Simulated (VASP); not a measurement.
Input of a VASP 6.6.1 run:

Contents of INCAR:

```
PREC = Accurate
ENCUT = 520
EDIFF = 1E-7
ISMEAR = 0
SIGMA = 0.05
LREAL = F
LASPH = T
NELM = 100
ALGO = Normal
ISIF = 2
LWAVE = F
LCHARG = F
GGA = PS
NBANDS = 18
```

KPOINTS

```
regular mesh
0
Gamma
  6 6 4
```

The input POSCAR:

```
N
1.0
    4.0005434982      0.0000000000      0.0000000000
   -2.0002717491      3.4645722984      0.0000000000
    0.0000000000      0.0000000000      6.4455232292
N
4
Direct
    0.3333333333      0.6666666667      0.3289300400
    0.3333333333      0.6666666667      0.1710699600
    0.6666666667      0.3333333333      0.8289300400
    0.6666666667      0.3333333333      0.6710699600
```

Potentials or basis: VASP PAW PBE potentials, release 64 (N).

Run with:

```bash
$ cat potpaw_PBE.64/N/POTCAR > POTCAR
$ mpirun -np 1 vasp_std > vasp.out
```

Question: What does it give for the pressure?

Answer: 25.1 GPa.

Question: What does it give for the band gap on the k mesh?

Answer: 7.55 eV, indirect (least direct gap 8.03 eV).

Question: What does it give for the largest force?

Answer: 20.635 eV/Å.

Stress tensor (GPa, compression positive):
```
 0.08  0.00  0.00
 0.00  0.08  0.00
 0.00  0.00 75.19
```

Caveat: the cell differs from its parent crystal (strain -0.040 along x and y, -0.080 along z); the standard files for N, O and F lose accuracy on very short bonds; the PAW data sets were made with another functional, which shifts forces and pressure a little. A k mesh can miss the band edges.
